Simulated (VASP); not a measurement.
# ZnS (Wurtzite-2H) (P6_3mc) in VASP: a series of runs, part 3 of 3

VASP 6.6.1.

## Step 4: Single point, RPBE

This run uses another cell than the first one, of 19.21 Å³/atom, 1.043 times its volume.

The input, INCAR:

```
  PREC = Accurate
  ENCUT = 520
  EDIFF = 1E-6
  ISMEAR = 0
  SIGMA = 0.01
  LREAL = False
  LASPH = True
  NELM = 80
  ALGO = Normal
  ISIF = 2
  LWAVE = False
  LCHARG = False
  GGA = RP
  NBANDS = 26
```

The input, KPOINTS:

```
Automatic mesh
0
Gamma
  6 6 3
```

The input, POSCAR:

```
ZnS
1.0
    3.7854220481      0.0000000000      0.0000000000
   -1.8927110241      3.2782718426      0.0000000000
    0.0000000000      0.0000000000      6.1921598132
Zn S
2 2
Direct
    0.3333333333      0.6666666667      0.0000000000
    0.6666666667      0.3333333333      0.5000000000
    0.3333333333      0.6666666667      0.3850000000
    0.6666666667      0.3333333333      0.8850000000
```

Potentials or basis: VASP PAW PBE potentials, release 64 (Zn, S).

Run with:

```sh
$ cat potpaw_PBE.64/Zn/POTCAR potpaw_PBE.64/S/POTCAR > POTCAR
$ mpirun -np 1 vasp_std > vasp.out
```

OUTCAR:

```text
PREC = Accurate
   ENCUT = 520
   EDIFF = 1E-6
   ISMEAR = 0
   LREAL = False
   LASPH = True
   NELM = 80
   ISIF = 2
   GGA = RP

 ion  position               nearest neighbor table
   1  0.333  0.667  0.000-   4 2.30   4 2.30   4 2.30   3 2.38
   2  0.667  0.333  0.500-   3 2.30   3 2.30   3 2.30   4 2.38
   3  0.333  0.667  0.385-   2 2.30   2 2.30   2 2.30   1 2.38
   4  0.667  0.333  0.885-   1 2.30   1 2.30   1 2.30   2 2.38

  LATTYP: Found a hexagonal cell.
 ALAT       =     3.7854220481
 C/A-ratio  =     1.6357911310

  Lattice vectors:

 A1 = (   3.7854220481,   0.0000000000,   0.0000000000)
 A2 = (  -1.8927110241,   3.2782718426,   0.0000000000)
 A3 = (   0.0000000000,   0.0000000000,   6.1921598132)

Analysis of symmetry for initial positions (statically):
=====================================================================
 Subroutine PRICEL returns:
 Original cell was already a primitive cell.

 Routine SETGRP: Setting up the symmetry group for a
 hexagonal supercell.

 Subroutine GETGRP returns: Found 12 space group operations
 (whereof  6 operations were pure point group operations)
 out of a pool of 24 trial point group operations.

The static configuration has the point symmetry C_3v.
 The point group associated with its full space group is C_6v.

Analysis of symmetry for dynamics (positions and initial velocities):
=====================================================================
 Subroutine PRICEL returns:
 Original cell was already a primitive cell.

 Routine SETGRP: Setting up the symmetry group for a
 hexagonal supercell.

 Subroutine GETGRP returns: Found 12 space group operations
 (whereof  6 operations were pure point group operations)
 out of a pool of 24 trial point group operations.

The dynamic configuration has the point symmetry C_3v.
 The point group associated with its full space group is C_6v.

 Subroutine INISYM returns: Found 12 space group operations
 (whereof  6 operations are pure point group operations),
 and found     1 'primitive' translations
[... 106 lines left out ...]
   IMIX   =      4    mixing-type and parameters
     AMIX     =   0.40;   BMIX     =  1.00
     AMIX_MAG =   1.60;   BMIX_MAG =  1.00
  volume/ion in A,a.u.               =      19.21       129.64
  Fermi-wavevector in a.u.,A,eV,Ry     =   1.271477  2.402743 21.995911  1.616654
  Thomas-Fermi vector in A             =   2.404408
   LORBIT       =      0    0 simple, 1 ext, 2 COOP (PROOUT), +10 PAW based schemes
   GGA     = RP    functional components
   LHFCALC =     F    Hartree Fock is set to
   AEXX    =    0.0000 exact exchange contribution
   IVDW    =     0    specifies the selected vdW correction
   LEPSILON=     F    determine dielectric tensor
   LRPA    =     F    only Hartree local field effects (RPA)
 non-spin polarized calculation
 Gauss-broadening in eV      SIGMA  =   0.01
  energy-cutoff  :      520.00
  volume of cell :       76.84
 maximum number of plane-waves:      2082
   NGX = 15   NGY = 15   NGZ = 23

 number of electron      35.9999967 magnetization

 Free energy of the ion-electron system (eV)
  ---------------------------------------------------
  ext. energy  EPLUGINS =         0.00000000
  ---------------------------------------------------
  free energy    TOTEN  =       -12.23617940 eV

  energy without entropy =      -12.23617940  energy(sigma->0) =      -12.23617940

 E-fermi :   2.5497     XC(G=0):  -9.5298

 val. band max:        2.4629622365   @ k =   0.0000   0.0000   0.0000
 cond. band min:       4.9819975273   @ k =   0.0000   0.0000   0.0000
 fundamental gap:      2.5190352908
 Fermi energy:         2.5497075003

 k-point     1 :       0.0000    0.0000    0.0000
  band No.  band energies     occupation
      1     -10.8548      2.00000
      2      -9.9046      2.00000
      3      -3.9409      2.00000
      4      -3.9409      2.00000
      5      -3.8739      2.00000
      6      -3.8739      2.00000
[... 395 lines left out ...]
     25      12.5040      0.00000
     26      12.5870      0.00000

------------------------ aborting loop because EDIFF is reached ----------------------------------------

  FORCE on cell =-STRESS in cart. coord.  units (eV):
  Direction    XX          YY          ZZ          XY          YZ          ZX
  --------------------------------------------------------------------------------------
  -------------------------------------------------------------------------------------
  Total        3.7019419      3.7019424      2.4668966     -0.0000000      0.0000000      0.0000000
  in kB       77.1860396     77.1860483     51.4351597     -0.0000000      0.0000000      0.0000000
  external PRESSURE =      68.6024159 kB  Pullay stress =       0.0000000 kB

 VOLUME and BASIS-vectors are now :
 -----------------------------------------------------------------------------
  energy-cutoff  :      520.00
  volume of cell :       76.84
      direct lattice vectors                 reciprocal lattice vectors
     3.785422048  0.000000000  0.000000000     0.264171336  0.152519383  0.000000000
    -1.892711024  3.278271843  0.000000000     0.000000000  0.305038767  0.000000000
     0.000000000  0.000000000  6.192159813     0.000000000  0.000000000  0.161494540

 POSITION                                       TOTAL-FORCE (eV/Angst)
 -----------------------------------------------------------------------------------
     -0.00000      2.18551      0.00000        -0.000000     -0.000000      0.354536
      1.89271      1.09276      3.09608         0.000000      0.000000      0.354536
     -0.00000      2.18551      2.38398        -0.000000      0.000000     -0.354536
      1.89271      1.09276      5.48006         0.000000     -0.000000     -0.354536
 -----------------------------------------------------------------------------------
    total drift:                               -0.000001     -0.000001      0.000653

  FREE ENERGIE OF THE ION-ELECTRON SYSTEM (eV)
  ---------------------------------------------------
  free  energy   TOTEN  =       -12.2361793964 eV

  energy  without entropy=      -12.2361793964  energy(sigma->0) =      -12.23617940
```

OSZICAR:

```text
N       E                     dE             d eps       ncg     rms          rms(c)
DAV:   1     0.247144954104E+03    0.24714E+03   -0.17196E+04   728   0.170E+03
DAV:   2     0.113427947329E+02   -0.23580E+03   -0.22534E+03   736   0.351E+02
DAV:   3    -0.124800461339E+02   -0.23823E+02   -0.23583E+02   868   0.111E+02
DAV:   4    -0.130511134673E+02   -0.57107E+00   -0.56982E+00   862   0.174E+01
DAV:   5    -0.130599889448E+02   -0.88755E-02   -0.88721E-02   880   0.213E+00    0.111E+01
DAV:   6    -0.122357883073E+02    0.82420E+00   -0.15289E+00  1104   0.356E+01    0.844E+00
DAV:   7    -0.122388860438E+02   -0.30977E-02   -0.13674E+00   776   0.667E+00    0.364E+00
DAV:   8    -0.122341047305E+02    0.47813E-02   -0.43590E-02   870   0.191E+00    0.108E+00
DAV:   9    -0.122353487320E+02   -0.12440E-02   -0.14523E-02   942   0.137E+00    0.261E-01
DAV:  10    -0.122356109896E+02   -0.26226E-03   -0.91416E-04   870   0.466E-01    0.102E-01
DAV:  11    -0.122361638763E+02   -0.55289E-03   -0.10387E-03   762   0.227E-01    0.953E-02
DAV:  12    -0.122361639789E+02   -0.10261E-06   -0.63737E-05   898   0.122E-01    0.761E-03
DAV:  13    -0.122361792849E+02   -0.15306E-04   -0.39699E-05   752   0.409E-02    0.549E-03
DAV:  14    -0.122361793964E+02   -0.11151E-06   -0.18238E-06   748   0.255E-02
   1 F= -.12236179E+02 E0= -.12236179E+02  d E =-.110057E-36
```

stdout:

```text
POSCAR found type information on POSCAR ZnS
 POSCAR found :  2 types and       4 ions
 scaLAPACK will be used
 -----------------------------------------------------------------------------
|                                                                             |
|                                                                             |
|     You enforced a specific xc type in the INCAR file but a different       |
|     I HOPE YOU KNOW WHAT YOU ARE DOING!                                     |
|                                                                             |
 -----------------------------------------------------------------------------

 LDA part: xc-table for (Slater+PW92), standard interpolation
 POSCAR, INCAR and KPOINTS ok, starting setup
 FFT: planning ... GRIDC
 FFT: planning ... GRID_SOFT
 FFT: planning ... GRID
 WAVECAR not read
 entering main loop
```

It took 37 s on 1 thread of AMD EPYC 7R13 (Zen 3), shared host; peak memory 0.15 GiB.

Results:

* Free energy: -12.2362 eV
* Pressure: 6.9 GPa
* Largest force: 0.355 eV/Å
* Band gap on the k mesh: 2.52 eV, direct

Forces in eV/Å, atoms in the order of the input:
```
Zn   0.000  0.000  0.355
Zn   0.000  0.000  0.355
S    0.000  0.000 -0.355
S    0.000  0.000 -0.355
```

Caveat: the PAW data sets were made with another functional, which shifts forces and pressure a little.

## Step 5: Single point, RPBE

This run uses another cell than the first one, of 19.60 Å³/atom, 1.064 times its volume.

The input, INCAR:

```
SYSTEM = ZnS
PREC = Accurate
ENCUT = 520
EDIFF = 1E-6
ISMEAR = 0
SIGMA = 0.01
LREAL = .False.
LASPH = .True.
NELM = 100
ALGO = Normal
ISIF = 2
LWAVE = .False.
LCHARG = .True.
GGA = RP
LELF = .True.
LVHAR = .True.
NBANDS = 26
```

The input, KPOINTS:

```
regular mesh
0
Gamma
  6 6 3
  0 0 0
```

The input, POSCAR:

```
ZnS
1.0
    3.8110000000      0.0000000000      0.0000000000
   -1.9055000000      3.3004230000      0.0000000000
    0.0000000000      0.0000000000      6.2340000000
Zn S
2 2
Direct
    0.3333333333      0.6666666667      0.0000000000
    0.6666666667      0.3333333333      0.5000000000
    0.3333333333      0.6666666667      0.3850000000
    0.6666666667      0.3333333333      0.8850000000
```

Run with:

```sh
$ cat potpaw_PBE.64/Zn/POTCAR potpaw_PBE.64/S/POTCAR > POTCAR
$ mpirun -np 1 vasp_std > vasp.out
```

It used 37 s of CPU time on 1 thread of AMD EPYC 7R13 Processor (Zen 3) (shared host).

It converged, with:

| Property | Result |
| --- | --- |
| Free energy | -12.2948 eV |
| Pressure | 5.1 GPa |
| Largest force | 0.330 eV/Å |
| Band gap on the k mesh | 2.42 eV, direct |

Forces on the atoms (eV/Å):
```
Zn   0.000  0.000  0.330
Zn   0.000  0.000  0.330
S    0.000  0.000 -0.330
S    0.000  0.000 -0.330
```

Stress tensor (GPa, compression positive):
```
5.85 0.00 0.00
0.00 5.85 0.00
0.00 0.00 3.60
```

Levels at points of the mesh, in eV from the valence-band top:
| k point | band 16 | band 17 | band 18 | band 19 | band 20 | band 21 |
| --- | --- | --- | --- | --- | --- | --- |
| (0.00, 0.00, 0.00) | -0.01 | -0.01 | 0.00 | 2.42 | 3.11 | 6.36 |
| (0.50, 0.00, 0.00) | -2.23 | -1.53 | -0.97 | 3.74 | 4.37 | 5.30 |

Caveat: the PAW data sets were made with another functional, which shifts forces and pressure a little.

## Step 6: The runs side by side

| cell | gap on the mesh (eV) | pressure (GPa) | largest force (eV/Å) |
| --- | --- | --- | --- |
| a = 3.733, b = 3.733, c = 6.107 Å, angles 90.0, 90.0, 120.0°, 4 atoms | 2.71 | 11.0 | 0.41 |
| a = 3.759, b = 3.759, c = 6.150 Å, angles 90.0, 90.0, 120.0°, 4 atoms | 2.62 | 8.8 | 0.38 |
| a = 3.785, b = 3.785, c = 6.192 Å, angles 90.0, 90.0, 120.0°, 4 atoms | 2.52 | 6.9 | 0.35 |
| a = 3.811, b = 3.811, c = 6.234 Å, angles 90.0, 90.0, 120.0°, 4 atoms | 2.42 | 5.1 | 0.33 |

Alike in all rows: task single point; level RPBE; potentials or basis VASP PAW PBE potentials, release 64 (Zn, S); no spin polarisation; k mesh 6 × 6 × 3; cutoff (eV) 520; smearing gaussian 0.01 eV.

Caveats: the PAW data sets were made with another functional, which shifts forces and pressure a little.

Total energies depend on the potentials used, so only differences within one code and one set of settings carry meaning.
